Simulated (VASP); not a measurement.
## Zr: single point with PBEsol

The system is Zr.

```
Zr
1.0
     3.23200    0.00000    0.00000
    -1.61600    2.82698    0.00000
     0.00000    0.00000    5.14700
Zr
2
Direct
  0.33333 0.66667 0.25000
  0.66667 0.33333 0.75000
```

This cell differs from its parent crystal: strain +0.0100 x Voigt [0, 1, 0, 0, 0, 0].

```json
{"Program": "VASP 6.6.1", "Task": "single point", "Functional": "PBEsol", "Potentials or basis": "VASP PAW PBE potentials, release 64 (Zr_sv)", "Cutoff": "520 eV", "k mesh": "18 × 18 × 10", "Occupations": "gaussian, width 0.15 eV", "Spin": "no spin polarisation"}
```

| Property | Result |
| --- | --- |
| Pressure | -4.1 GPa |
| Largest force | 0.017 eV/Å |
| Band gap on the k mesh | zero (bands 12 and 13 overlap by 1.26 eV) |

Forces on the atoms (eV/Å):
```
Zr   0.000  0.017  0.000
Zr   0.000 -0.017  0.000
```

Stress tensor (GPa, compression positive):
```
-3.92  0.00  0.00
 0.00 -4.80  0.00
 0.00  0.00 -3.57
```

Levels at points of the mesh, in eV from the Fermi level:
```csv
k point,band 9,band 10,band 11,band 12,band 13,band 14,band 15,band 16
"(0.00, 0.00, 0.00)",-5.65,-3.01,0.77,0.93,1.05,1.19,1.47,1.62
"(0.50, 0.00, 0.00)",-2.54,-2.50,-2.11,-0.22,0.46,0.80,1.49,4.83
"(0.00, 0.50, 0.00)",-2.53,-2.51,-2.11,-0.28,0.56,0.78,1.42,4.80
"(0.00, 0.00, 0.50)",-3.94,-3.94,0.07,0.07,0.67,0.67,0.81,0.81
"(0.50, 0.00, 0.50)",-2.84,-2.84,-1.02,-1.02,1.61,1.61,2.14,2.14
"(0.00, 0.50, 0.50)",-2.85,-2.85,-1.03,-1.03,1.55,1.55,2.22,2.22
```

It took 5.3 min on 1 thread of Intel(R) Xeon(R) 6975P-C (Granite Rapids), with other jobs on the host, peak memory 0.47 GiB.

Caveat: the cell differs from its parent crystal (strain +0.0100 x Voigt [0, 1, 0, 0, 0, 0]); the cell stands under tension; the PAW data sets were made with another functional, which shifts forces and pressure a little.
